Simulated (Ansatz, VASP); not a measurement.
## One calculation of PC3, two programs

Contents of INCAR:

```
ALGO     = Normal         # electronic algorithm
EDIFF    = 1E-6           # SCF threshold, eV
EDIFFG   = -0.025         # ionic threshold
ENCUT    = 600            # plane-wave cutoff, eV
GGA      = PE             # functional
IBRION   = 2              # ionic algorithm
ISIF     = 3              # what is computed and relaxed
ISMEAR   = 0              # smearing method
LASPH    = T              # aspherical terms in the spheres
LCHARG   = F              # write CHGCAR
LREAL    = F              # projectors in reciprocal space
LWAVE    = F              # write WAVECAR
NELM     = 60             # most SCF steps
NSW      = 80             # ionic steps
PREC     = Accurate       # precision mode
SIGMA    = 0.2            # smearing width, eV
```

The input KPOINTS:

```
k-points
0
Gamma
  8 6 4
```

Contents of POSCAR:

```
PC3
1.0
   -0.0640985237     -0.0126507741     -2.7253710501
    2.0069081198     -3.3667654151      0.0306278044
   -5.9041261594     -3.2994474128     -0.1555157127
P C
2 6
Direct
    0.0007583948      0.4895271931      0.8307982846
    0.0157389137     -0.0136146445      0.3271392272
    0.5069505898      0.1796715186      0.9453852853
    0.4992163463      0.6959060914      0.4521481394
    0.4891938209      0.8184168861      0.9431175240
    0.4672751649      0.3320229615      0.4352482534
    0.4990576116      0.5193084582      0.6195776645
    0.5218091580     -0.0212384645      0.1132522883
```

Input for Ansatz:

```yaml
crystal:
  lattice:
    - [-0.0640985237, -0.0126507741, -2.7253710501]
    - [2.0069081198, -3.3667654151, 0.0306278044]
    - [-5.9041261594, -3.2994474128, -0.1555157127]
  atoms:
    - { symbol: P, position: [0.0007583948, 0.4895271931, 0.8307982846] }
    - { symbol: P, position: [0.0157389137, -0.0136146445, 0.3271392272] }
    - { symbol: C, position: [0.5069505898, 0.1796715186, 0.9453852853] }
    - { symbol: C, position: [0.4992163463, 0.6959060914, 0.4521481394] }
    - { symbol: C, position: [0.4891938209, 0.8184168861, 0.943117524] }
    - { symbol: C, position: [0.4672751649, 0.3320229615, 0.4352482534] }
    - { symbol: C, position: [0.4990576116, 0.5193084582, 0.6195776645] }
    - { symbol: C, position: [0.521809158, -0.0212384645, 0.1132522883] }
basis:
  ecutwfc: 420
kpoints:
  mp_grid: { grid: [8, 6, 4] }
hamiltonian:
  xc: pbe
scf:
  occupations: { method: gaussian, width: 0.2 }
  lower_state_search: "off"
output:
  forces: true
  stress: true
  eigenvalues: true
relax:
  adjacent_minimum: "off"
  f_tol: 0.025
  max_steps: 60
  cell: { stress_tol: 0.25 }
```

Change from the starting cell: cell x2, atoms moved at random (sigma 0.05 Å) and cell strained at random (1.5 %), then relaxed without symmetry.

Alike in both runs: task relaxation of cell and atoms; functional PBE; k mesh 8 × 6 × 4; occupations gaussian, width 0.2 eV; no spin polarisation.

```csv
,VASP,Ansatz
version,VASP 6.6.1,Ansatz 0.2.0
potentials or method,"VASP PAW PBE potentials, release 64 (P, C), cutoff 600 eV","scalar-relativistic, plane waves, PAW"
valence electrons in the cell,34,34
```

VASP gave:

* gap on the k mesh at the Fermi level, each at its own relaxed structure (eV): none
* relaxed volume (Å³/atom): 9.10
* relaxed length of the cell vector where the two differ most in proportion (Å): 2.706

**Question.** What did Ansatz give for the same quantities?

**Answer.** gap on the k mesh at the Fermi level, each at its own relaxed structure (eV): none; relaxed volume (Å³/atom): 9.11; relaxed length of the cell vector where the two differ most in proportion (Å): 2.709.

A gap of «none» marks a metal or a gap that the smearing closes.
